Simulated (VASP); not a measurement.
# AlNi in VASP: further runs, part 2 of 2

VASP 6.6.1.

**3. Single point, PBE, collinear spin, ferromagnetic start**

Contents of INCAR:

```
SYSTEM = AlNi
  ALGO = Normal
  EDIFF = 1E-6
  ENCUT = 520
  GGA = PE
  ISIF = 2
  ISMEAR = -1
  ISPIN = 2
  LASPH = .TRUE.
  LCHARG = .TRUE.
  LELF = .TRUE.
  LMAXMIX = 4
  LORBIT = 11
  LREAL = .FALSE.
  LVHAR = .TRUE.
  LWAVE = .FALSE.
  MAGMOM = 0 1.5
  NBANDS = 18
  NELM = 150
  PREC = Accurate
  SIGMA = 0.1
```

Contents of KPOINTS:

```
k-points
0
G
  10 10 10
  0 0 0
```

Contents of POSCAR:

```
AlNi
1.0
    2.8810000000      0.0000000000      0.0000000000
    0.0000000000      2.8810000000      0.0000000000
    0.0000000000      0.0000000000      2.8810000000
Al Ni
1 1
Direct
    0.0000000000     -0.0347101701      0.0000000000
    0.5000000000      0.5000000000      0.5000000000
```

Potentials or basis: VASP PAW PBE potentials, release 64 (Al, Ni).

On the command line:

```bash
$ cat potpaw_PBE.64/Al/POTCAR potpaw_PBE.64/Ni/POTCAR > POTCAR
$ mpirun -np 1 vasp_std > vasp.out
```

OUTCAR:

```text
SYSTEM = AlNi
   EDIFF = 1E-6
   ENCUT = 520
   GGA = PE
   ISIF = 2
   ISMEAR = -1
   ISPIN = 2
   LASPH = .TRUE.
   LORBIT = 11
   LREAL = .FALSE.
   NELM = 150
   PREC = Accurate

 ion  position               nearest neighbor table
   1  0.000  0.965  0.000-   2 2.44   2 2.44   2 2.44   2 2.44   2 2.55   2 2.55   2 2.55   2 2.55

   2  0.500  0.500  0.500-   1 2.44   1 2.44   1 2.44   1 2.44   1 2.55   1 2.55   1 2.55   1 2.55

  LATTYP: Found a simple cubic cell.
 ALAT       =     2.8810000000

  Lattice vectors:

 A1 = (   2.8810000000,   0.0000000000,   0.0000000000)
 A2 = (   0.0000000000,   2.8810000000,   0.0000000000)
 A3 = (   0.0000000000,   0.0000000000,   2.8810000000)

Analysis of symmetry for initial positions (statically):
=====================================================================
[... 1225 lines left out ...]
      direct lattice vectors                 reciprocal lattice vectors
     2.881000000  0.000000000  0.000000000     0.347101701  0.000000000  0.000000000
     0.000000000  2.881000000  0.000000000     0.000000000  0.347101701  0.000000000
     0.000000000  0.000000000  2.881000000     0.000000000  0.000000000  0.347101701

 POSITION                                       TOTAL-FORCE (eV/Angst)
 -----------------------------------------------------------------------------------
      0.00000      2.78100      0.00000         0.000000      0.598352     -0.000000
      1.44050      1.44050      1.44050        -0.000000     -0.598352      0.000000
 -----------------------------------------------------------------------------------
    total drift:                                0.000000     -0.000178     -0.000000

  FREE ENERGIE OF THE ION-ELECTRON SYSTEM (eV)
  ---------------------------------------------------
  free  energy   TOTEN  =       -10.5229344099 eV

  energy  without entropy=      -10.4984228137  energy(sigma->0) =      -10.51067861

 total charge

# of ion       s       p       d       tot
------------------------------------------
    1        0.386   0.415   0.000   0.800
    2        0.476   0.518   8.477   9.471
--------------------------------------------------
tot          0.862   0.932   8.477  10.271

 magnetization (x)

# of ion       s       p       d       tot
------------------------------------------
    1        0.000   0.000   0.000   0.000
    2       -0.000  -0.000   0.000   0.000
--------------------------------------------------
tot          0.000  -0.000   0.000   0.000
```

stdout:

```text
POSCAR found type information on POSCAR AlNi
 POSCAR found :  2 types and       2 ions
 scaLAPACK will be used
 LDA part: xc-table for (Slater+PW92), standard interpolation
 POSCAR, INCAR and KPOINTS ok, starting setup
 FFT: planning ... GRIDC
 FFT: planning ... GRID_SOFT
 FFT: planning ... GRID
 WAVECAR not read
 entering main loop
```

It took 32 s on 1 thread of Intel Xeon 6975P-C (Granite Rapids), shared host; peak memory 0.2 GiB.

Results:

* Free energy: -10.5229 eV
* Pressure: 2.7 GPa
* Largest force: 0.598 eV/Å
* Net moment: 0.00 μB per cell
* Valence electrons inside the program's atomic spheres: Al 0.80; Ni 9.47

Forces on the atoms (eV/Å):
```
Al   0.000  0.598  0.000
Ni   0.000 -0.598  0.000
```

Levels at points of the mesh, in eV from the Fermi level:
Spin up:
```tsv
k point	band 3	band 4	band 5	band 6	band 7	band 8	band 9	band 10	band 11	band 12
(0.00, 0.00, 0.00)	-3.24	-1.57	-1.56	-1.56	5.49	5.49	5.50	8.12	8.13	13.66
(0.50, 0.00, 0.00)	-2.77	-2.27	-2.26	-1.47	-0.67	8.28	10.02	10.06	10.80	10.88
(0.00, 0.50, 0.00)	-2.78	-2.26	-2.26	-1.48	-0.66	8.29	9.96	9.96	10.92	10.92
(0.50, 0.50, 0.00)	-2.90	-2.83	-2.10	-2.09	-1.03	1.47	2.45	12.28	15.07	15.12
(0.50, 0.00, 0.50)	-2.92	-2.92	-2.06	-2.06	-1.03	1.46	2.45	12.30	14.72	14.72
(0.50, 0.50, 0.50)	-4.11	-1.01	-1.00	1.96	1.96	2.01	3.57	4.46	4.46	4.55
```
Spin down:
```tsv
k point	band 5	band 6	band 7	band 8	band 9	band 10
(0.00, 0.00, 0.00)	-1.56	-1.56	5.49	5.49	5.50	8.12
(0.50, 0.00, 0.00)	-2.26	-1.47	-0.67	8.28	10.02	10.06
(0.00, 0.50, 0.00)	-2.26	-1.48	-0.66	8.29	9.96	9.96
(0.50, 0.50, 0.00)	-2.10	-2.09	-1.03	1.47	2.45	12.28
(0.50, 0.00, 0.50)	-2.06	-2.06	-1.03	1.46	2.45	12.30
(0.50, 0.50, 0.50)	-1.00	1.96	1.96	2.01	3.57	4.46
```

Caveat: the starting moments collapsed, and a magnetic state may lie lower.

**4. Single point, PBE, collinear spin, ferromagnetic start**

Contents of INCAR:

```
ALGO = Normal
EDIFF = 1E-7
ENCUT = 520
GGA = PE
ISIF = 2
ISMEAR = -1
ISPIN = 2
LASPH = T
LCHARG = F
LMAXMIX = 4
LORBIT = 11
LREAL = F
LWAVE = F
MAGMOM = 0 1.5
NBANDS = 18
NELM = 150
PREC = Accurate
SIGMA = 0.1
```

Contents of KPOINTS:

```
k-points
0
Gamma
  10 10 10
```

POSCAR, as its differences from that of step 3:

```diff
@@ -8,3 +8,3 @@
 Direct
-    0.0000000000     -0.0347101701      0.0000000000
+    0.0000000000      0.0347101701      0.0000000000
     0.5000000000      0.5000000000      0.5000000000
```

On the command line:

```bash
$ cat potpaw_PBE.64/Al/POTCAR potpaw_PBE.64/Ni/POTCAR > POTCAR
$ mpirun -np 1 vasp_std > vasp.out
```

Run time: 34 s. Hardware: 1 thread of Intel Xeon 6975P-C (Granite Rapids), shared host; peak memory 0.2 GiB.

It converged, with:

- Free energy: -10.5229 eV
- Pressure: 2.7 GPa
- Largest force: 0.598 eV/Å
- Net moment: 0.00 μB per cell
- Valence electrons inside the program's atomic spheres: Al 0.80; Ni 9.47

Forces on the atoms (eV/Å):
```
Al   0.000 -0.598  0.000
Ni   0.000  0.598  0.000
```

Stress tensor (GPa, compression positive):
```
2.88 0.00 0.00
0.00 2.36 0.00
0.00 0.00 2.88
```

Levels at points of the mesh, in eV from the Fermi level:
Spin up:
```tsv
k point	band 4	band 5	band 6	band 7	band 8	band 9	band 10	band 11
(0.00, 0.00, 0.00)	-1.57	-1.56	-1.56	5.49	5.49	5.50	8.12	8.13
(0.50, 0.00, 0.00)	-2.27	-2.26	-1.47	-0.67	8.28	10.02	10.06	10.80
(0.00, 0.50, 0.00)	-2.26	-2.26	-1.48	-0.66	8.29	9.96	9.96	10.92
(0.50, 0.50, 0.00)	-2.83	-2.10	-2.09	-1.03	1.47	2.45	12.28	15.07
(0.50, 0.00, 0.50)	-2.92	-2.06	-2.06	-1.03	1.46	2.45	12.30	14.72
(0.50, 0.50, 0.50)	-1.01	-1.00	1.96	1.96	2.01	3.57	4.46	4.46
```
Spin down:
```
           k point  band 4  band 5  band 6  band 7  band 8  band 9  band 10  band 11
(0.00, 0.00, 0.00)   -1.57   -1.56   -1.56    5.49    5.49    5.50     8.12     8.13
(0.50, 0.00, 0.00)   -2.27   -2.26   -1.47   -0.67    8.28   10.02    10.06    10.80
(0.00, 0.50, 0.00)   -2.26   -2.26   -1.48   -0.66    8.29    9.96     9.96    10.92
(0.50, 0.50, 0.00)   -2.83   -2.10   -2.09   -1.03    1.47    2.45    12.28    15.07
(0.50, 0.00, 0.50)   -2.92   -2.06   -2.06   -1.03    1.46    2.45    12.30    14.72
(0.50, 0.50, 0.50)   -1.01   -1.00    1.96    1.96    2.01    3.57     4.46     4.46
```

Caveat: the starting moments collapsed, and a magnetic state may lie lower.
